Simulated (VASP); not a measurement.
# SiC (P6_3mc) in VASP: single point with PBE

Aim: the single point of SiC with PBE.

All numbers are computed with VASP 6.6.1; they aren't measurements. Logs are shortened: lines on timing, memory, paths and dates and some standing lists are left out, and cuts for length are marked.

## (1) The cell of the first run

The structure is hexagonal, space group P6_3mc (No. 186). The conventional cell has a = 3.095 Å, b = 3.095 Å, c = 15.186 Å, α = 90.00°, β = 90.00°, γ = 120.00°. Within 2.5 Å of Si (site symmetry 3m) lie 4 C at 1.89 to 1.90 Å. Within 2.5 Å of Si (site symmetry 3m) lie 4 C at 1.90 Å. Si (site symmetry 3m) has 4 C at 1.89 to 1.90 Å within 2.5 Å. Within 2.5 Å of C (site symmetry 3m) lie 4 Si at 1.89 to 1.90 Å. C (site symmetry 3m) has 4 Si at 1.90 Å within 2.5 Å. C (site symmetry 3m) has 4 Si at 1.89 to 1.90 Å within 2.5 Å.

## (2) Single point, PBE

File INCAR:

```
PREC = Accurate
ENCUT = 520
EDIFF = 1E-6
ISMEAR = 0
SIGMA = 0.01
LREAL = False
LASPH = True
NELM = 100
ALGO = Normal
ISIF = 2
LWAVE = False
LCHARG = False
GGA = PE
NBANDS = 36
```

File KPOINTS:

```
Automatic mesh
0
Gamma
  12 12 2
```

File POSCAR:

```
SiC
1.0
    1.5474515523     -2.6802818982      0.0000000000
    1.5474515523      2.6802818982      0.0000000000
    0.0000000000      0.0000000000     15.1862037834
Si C
6 6
Direct
    0.1666670856      0.8333329144      0.8577054663
    0.8333329144      0.1666670856      0.3577054663
    0.5000004597      0.4999995403      0.5244836665
    0.4999995403      0.5000004597      0.0244836665
    0.8333356481      0.1666643519      0.6912133916
    0.1666643519      0.8333356481      0.1912133916
    0.5000037697      0.4999962303      0.6498353443
    0.4999962303      0.5000037697      0.1498353443
    0.1666662764      0.8333337236      0.9826940506
    0.8333337236      0.1666662764      0.4826940506
    0.8333341854      0.1666658146      0.8162080807
    0.1666658146      0.8333341854      0.3162080807
```

Potentials or basis: VASP PAW PBE potentials, release 64 (Si, C).

The run is started by

```console
$ cat potpaw_PBE.64/Si/POTCAR potpaw_PBE.64/C/POTCAR > POTCAR
$ mpirun -np 1 vasp_std > vasp.out
```

OUTCAR:

```text
PREC = Accurate
   ENCUT = 520
   EDIFF = 1E-6
   ISMEAR = 0
   LREAL = False
   LASPH = True
   NELM = 100
   ISIF = 2
   GGA = PE

 ion  position               nearest neighbor table
   1  0.167  0.833  0.858-  11 1.89  11 1.89  11 1.89   9 1.90   5 3.10   5 3.10   5 3.10   4 3.10
                             4 3.10   4 3.10
   2  0.833  0.167  0.358-  12 1.89  12 1.89  12 1.89  10 1.90   6 3.10   6 3.10   6 3.10   3 3.10
                             3 3.10   3 3.10
   3  0.500  0.500  0.524-  10 1.90  10 1.90  10 1.90   7 1.90   5 3.10   5 3.10   5 3.10   2 3.10
                             2 3.10   2 3.10
   4  0.500  0.500  0.024-   9 1.90   9 1.90   9 1.90   8 1.90   6 3.10   6 3.10   6 3.10   1 3.10
                             1 3.10   1 3.10
   5  0.833  0.167  0.691-   7 1.89   7 1.89   7 1.89  11 1.90   1 3.10   1 3.10   1 3.10   3 3.10
                             3 3.10   3 3.10
   6  0.167  0.833  0.191-   8 1.89   8 1.89   8 1.89  12 1.90   2 3.10   2 3.10   2 3.10   4 3.10
                             4 3.10   4 3.10
   7  0.500  0.500  0.650-   5 1.89   5 1.89   5 1.89   3 1.90
   8  0.500  0.500  0.150-   6 1.89   6 1.89   6 1.89   4 1.90
   9  0.167  0.833  0.983-   4 1.90   4 1.90   4 1.90   1 1.90
  10  0.833  0.167  0.483-   3 1.90   3 1.90   3 1.90   2 1.90
  11  0.833  0.167  0.816-   1 1.89   1 1.89   1 1.89   5 1.90
  12  0.167  0.833  0.316-   2 1.89   2 1.89   2 1.89   6 1.90

  LATTYP: Found a hexagonal cell.
 ALAT       =     3.0949179893
 C/A-ratio  =     4.9068194491

  Lattice vectors:

 A1 = (   1.5474515523,  -2.6802818982,   0.0000000000)
 A2 = (   1.5474515523,   2.6802818982,   0.0000000000)
 A3 = (   0.0000000000,   0.0000000000,  15.1862037834)

Analysis of symmetry for initial positions (statically):
=====================================================================
 Subroutine PRICEL returns:
 Original cell was already a primitive cell.

 Routine SETGRP: Setting up the symmetry group for a
 hexagonal supercell.

 Subroutine GETGRP returns: Found  4 space group operations
 (whereof  2 operations were pure point group operations)
 out of a pool of 24 trial point group operations.

The static configuration has the point symmetry C_1h.
 The point group associated with its full space group is C_2v.

Analysis of symmetry for dynamics (positions and initial velocities):
=====================================================================
 Subroutine PRICEL returns:
[... 136 lines left out ...]
   ISIF   =      2    stress and relaxation
   ISYM   =      2    0-nonsym 1-usesym 2-fastsym
   POTIM  = 0.5000    time-step for ionic-motion
   TEBEG  =    0.0;   TEEND  =   0.0 temperature during run
   PSTRESS=    0.0 pullay stress
   NELECT =      48.0000    total number of electrons
   NUPDOWN=      -1.0000    fix difference up-down
   EMIN   =  10.00;   EMAX   =-10.00  energy-range for DOS
   EFERMI =   0.00;   METHOD = LEGACY
   ISMEAR =     0;   SIGMA  =   0.01  broadening in eV -4-tet -1-fermi 0-gaus
   EFERMI_NEDOS =   21; number of points for ismear=-14 and -15
   IALGO  =     38    algorithm
   IMIX   =      4    mixing-type and parameters
     AMIX     =   0.40;   BMIX     =  1.00
     AMIX_MAG =   1.60;   BMIX_MAG =  1.00
  volume/ion in A,a.u.               =      10.50        70.84
  Fermi-wavevector in a.u.,A,eV,Ry     =   1.186851  2.242824 19.165386  1.408616
  Thomas-Fermi vector in A             =   2.323015
   LORBIT       =      0    0 simple, 1 ext, 2 COOP (PROOUT), +10 PAW based schemes
   GGA     = PE    functional components
   LHFCALC =     F    Hartree Fock is set to
   AEXX    =    0.0000 exact exchange contribution
   IVDW    =     0    specifies the selected vdW correction
   LEPSILON=     F    determine dielectric tensor
   LRPA    =     F    only Hartree local field effects (RPA)
 non-spin polarized calculation
 Gauss-broadening in eV      SIGMA  =   0.01
  energy-cutoff  :      520.00
  volume of cell :      125.97
 maximum number of plane-waves:      3444
   NGX = 11   NGY = 11   NGZ = 57

 number of electron      48.0000002 magnetization

 Free energy of the ion-electron system (eV)
  ---------------------------------------------------
  ext. energy  EPLUGINS =         0.00000000
  ---------------------------------------------------
  free energy    TOTEN  =       -90.37376223 eV

  energy without entropy =      -90.37376223  energy(sigma->0) =      -90.37376223

 E-fermi :   8.0670     XC(G=0): -11.2910

 val. band max:        7.9895910010   @ k =   0.0000   0.0000   0.0000
 cond. band min:      10.0187928121   @ k =   0.5000   0.0000   0.0000
 fundamental gap:      2.0292018111
 Fermi energy:         8.0669951993

 k-point     1 :       0.0000    0.0000    0.0000
  band No.  band energies     occupation
      1      -7.3521      2.00000
      2      -6.8366      2.00000
      3      -6.8016      2.00000
      4      -5.3265      2.00000
      5      -5.2982      2.00000
      6      -3.8399      2.00000
[... 925 lines left out ...]
     35      15.4001      0.00000
     36      15.6447      0.00000

 [... further k-points ...]
[... 5 lines left out ...]
  --------------------------------------------------------------------------------------
  -------------------------------------------------------------------------------------
  Total       -0.0246734     -0.0264318     -0.0246729      0.0000000      0.0000000      0.0000000
  in kB       -0.3138076     -0.3361712     -0.3138005      0.0000000      0.0000000      0.0000000
  external PRESSURE =      -0.3212598 kB  Pullay stress =       0.0000000 kB

 VOLUME and BASIS-vectors are now :
 -----------------------------------------------------------------------------
  energy-cutoff  :      520.00
  volume of cell :      125.97
      direct lattice vectors                 reciprocal lattice vectors
     1.547451552 -2.680281898  0.000000000     0.323111893 -0.186547542  0.000000000
     1.547451552  2.680281898  0.000000000     0.323111893  0.186547542  0.000000000
     0.000000000  0.000000000 15.186203783     0.000000000  0.000000000  0.065849241

 POSITION                                       TOTAL-FORCE (eV/Angst)
 -----------------------------------------------------------------------------------
      1.54745      1.78685     13.02529         0.000000      0.000018      0.000702
      1.54745     -1.78685      5.43219         0.000000     -0.000018      0.000702
      1.54745     -0.00000      7.96492         0.000000     -0.000079     -0.001295
      1.54745      0.00000      0.37181         0.000000      0.000079     -0.001295
      1.54745     -1.78687     10.49691         0.000000     -0.000058      0.001244
      1.54745      1.78687      2.90381         0.000000      0.000058      0.001244
      1.54745     -0.00002      9.86853         0.000000      0.000115      0.000138
      1.54745      0.00002      2.27543         0.000000     -0.000115      0.000138
      1.54745      1.78686     14.92339         0.000000     -0.000049     -0.000571
      1.54745     -1.78686      7.33029         0.000000      0.000049     -0.000571
      1.54745     -1.78686     12.39510         0.000000     -0.000023     -0.000218
      1.54745      1.78686      4.80200         0.000000      0.000023     -0.000218
 -----------------------------------------------------------------------------------
    total drift:                                0.000000     -0.000000      0.000718

  FREE ENERGIE OF THE ION-ELECTRON SYSTEM (eV)
  ---------------------------------------------------
  free  energy   TOTEN  =       -90.3737622265 eV

  energy  without entropy=      -90.3737622265  energy(sigma->0) =      -90.37376223
```

OSZICAR:

```text
N       E                     dE             d eps       ncg     rms          rms(c)
DAV:   1     0.123428509223E+03    0.12343E+03   -0.21802E+04  6192   0.120E+03
DAV:   2    -0.894328337060E+02   -0.21286E+03   -0.20024E+03  8076   0.210E+02
DAV:   3    -0.101078664152E+03   -0.11646E+02   -0.11565E+02  8188   0.463E+01
DAV:   4    -0.101255171774E+03   -0.17651E+00   -0.17613E+00  7952   0.654E+00
DAV:   5    -0.101258971525E+03   -0.37998E-02   -0.37964E-02  7900   0.912E-01    0.212E+01
DAV:   6    -0.906418273751E+02    0.10617E+02   -0.31670E+01  7672   0.207E+01    0.945E+00
DAV:   7    -0.904214023882E+02    0.22042E+00   -0.31101E+00  8148   0.668E+00    0.409E+00
DAV:   8    -0.903774016354E+02    0.44001E-01   -0.19115E-01  7484   0.175E+00    0.128E+00
DAV:   9    -0.903729023861E+02    0.44992E-02   -0.28476E-02  7760   0.778E-01    0.184E-01
DAV:  10    -0.903736084047E+02   -0.70602E-03   -0.22970E-03  7812   0.205E-01    0.957E-02
DAV:  11    -0.903737582425E+02   -0.14984E-03   -0.33058E-04  7192   0.987E-02    0.194E-02
DAV:  12    -0.903737603486E+02   -0.21061E-05   -0.12713E-05  8096   0.170E-02    0.855E-03
DAV:  13    -0.903737618423E+02   -0.14937E-05   -0.14681E-06  5188   0.595E-03    0.194E-03
DAV:  14    -0.903737622265E+02   -0.38422E-06   -0.21505E-07  4436   0.222E-03
   1 F= -.90373762E+02 E0= -.90373762E+02  d E =-.361733E-30
```

stdout:

```text
POSCAR found type information on POSCAR SiC
 POSCAR found :  2 types and      12 ions
 scaLAPACK will be used
 LDA part: xc-table for (Slater+PW92), standard interpolation
 POSCAR, INCAR and KPOINTS ok, starting setup
 FFT: planning ... GRIDC
 FFT: planning ... GRID_SOFT
 FFT: planning ... GRID
 WAVECAR not read
 entering main loop
```

Wall time 3.2 min (1 thread of Intel Xeon Platinum 8488C (Sapphire Rapids), shared host); peak memory 0.42 GiB.

What came out:

| Quantity | Value |
| --- | --- |
| Free energy | -90.3738 eV |
| Pressure | 0.0 GPa |
| Band gap on the k mesh | 2.03 eV (least direct gap 3.12 eV) |

A k mesh can miss the band edges.
